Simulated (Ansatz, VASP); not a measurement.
Ga5N6 in VASP and in Ansatz

Contents of INCAR:

```
PREC = Accurate
ENCUT = 520
EDIFF = 1E-6
ISMEAR = 0
SIGMA = 0.05
LREAL = False
LASPH = True
NELM = 60
ALGO = Normal
ISIF = 2
LWAVE = False
LCHARG = True
LDIPOL = True
IDIPOL = 3
DIPOL = 0.5 0.5 0.500
GGA = PE
LELF = True
LVHAR = True
LVACPOTAV = True
NBANDS = 58
```

The input KPOINTS:

```
Automatic mesh
0
Gamma
  8 8 1
```

POSCAR

```
Ga5N6
1.0
    3.2162589223      0.0000000000      0.0000000000
    0.0000000000      3.2162589223      0.0000000000
    0.0000000000      0.0000000000     26.3711924699
N Ga
6 5
Direct
    0.0000000000      0.5000000000      0.2844012461
    0.5000000000      0.0000000000      0.3706407477
    0.0000000000      0.5000000000      0.4568802492
    0.5000000000      0.0000000000      0.5431197508
    0.0000000000      0.5000000000      0.6293592523
    0.5000000000      0.0000000000      0.7155987539
    0.5000000000      0.5000000000      0.3275209969
    0.0000000000      0.0000000000      0.4137604984
    0.5000000000      0.5000000000      0.5000000000
    0.0000000000      0.0000000000      0.5862395016
    0.5000000000      0.5000000000      0.6724790031
```

Input for Ansatz:

```yaml
crystal:
  lattice:
    - [3.2162589223, 0.0, 0.0]
    - [0.0, 3.2162589223, 0.0]
    - [0.0, 0.0, 26.3711924699]
  atoms:
    - { symbol: "N", position: [0.0, 0.5, 0.2844012461] }
    - { symbol: Ga, position: [0.5, 0.5, 0.3275209969] }
    - { symbol: "N", position: [0.5, 0.0, 0.3706407477] }
    - { symbol: Ga, position: [0.0, 0.0, 0.4137604984] }
    - { symbol: "N", position: [0.0, 0.5, 0.4568802492] }
    - { symbol: Ga, position: [0.5, 0.5, 0.5] }
    - { symbol: "N", position: [0.5, 0.0, 0.5431197508] }
    - { symbol: Ga, position: [0.0, 0.0, 0.5862395016] }
    - { symbol: "N", position: [0.0, 0.5, 0.6293592523] }
    - { symbol: Ga, position: [0.5, 0.5, 0.6724790031] }
    - { symbol: "N", position: [0.5, 0.0, 0.7155987539] }
basis:
  ecutwfc: 550
kpoints:
  mp_grid: { grid: [8, 8, 1] }
hamiltonian:
  xc: pbe
scf:
  occupations: { method: gaussian, width: 0.05 }
output:
  forces: true
  stress: true
  eigenvalues: true
efield:
  axis: 3
  dipole_correction: true
  ramp_width: 0.04
```

Alike in both runs: task single point; functional PBE; k mesh 8 × 8 × 1; occupations gaussian, width 0.05 eV; no spin polarisation.

|  | VASP | Ansatz |
| --- | --- | --- |
| version | VASP 6.6.1 | Ansatz 0.2.0 |
| potentials or method | VASP PAW PBE potentials, release 64 (N, Ga_d), cutoff 520 eV | scalar-relativistic, plane waves, PAW |
| valence electrons in the cell | 95 | 95 |

```tsv
	VASP	Ansatz	Ansatz less VASP
gap on the k mesh at the Fermi level (eV)	none	none	-
rms of the force components (eV/Å)	0.552	0.552	-0.0007
work function, face that differs most (eV)	8.22	8.22	-0.003
```

A gap of «none» marks a metal or a gap that the smearing closes.
